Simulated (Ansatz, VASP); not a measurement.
One calculation of Si, two programs

```
Si
1.0
     3.83755    0.00000    0.00000
     1.91878    3.32342    0.00000
     1.91878    1.10781    3.13335
Si
2
Direct
  0.75000 0.75000 0.75000
  0.50000 0.50000 0.50000
```

Alike in both runs: task single point; functional PBE0; k mesh 4 × 4 × 4; no spin polarisation.

|  | VASP | Ansatz |
| --- | --- | --- |
| version | VASP 6.6.1 | Ansatz 0.2.0 |
| potentials or method | VASP PAW PBE potentials, release 64 (Si) | plane waves, PAW |
| plane-wave cutoff (eV) | 400 | 420 |
| occupations | gaussian, width 0.01 eV | fixed |
| valence electrons in the cell | 8 | 8 |

|  | VASP | Ansatz | Ansatz less VASP |
| --- | --- | --- | --- |
| gap on the k mesh at the Fermi level (eV) | 2.06 | 1.99 | -0.064 |

The k mesh is coarse, so the values compare programs but aren't converged.
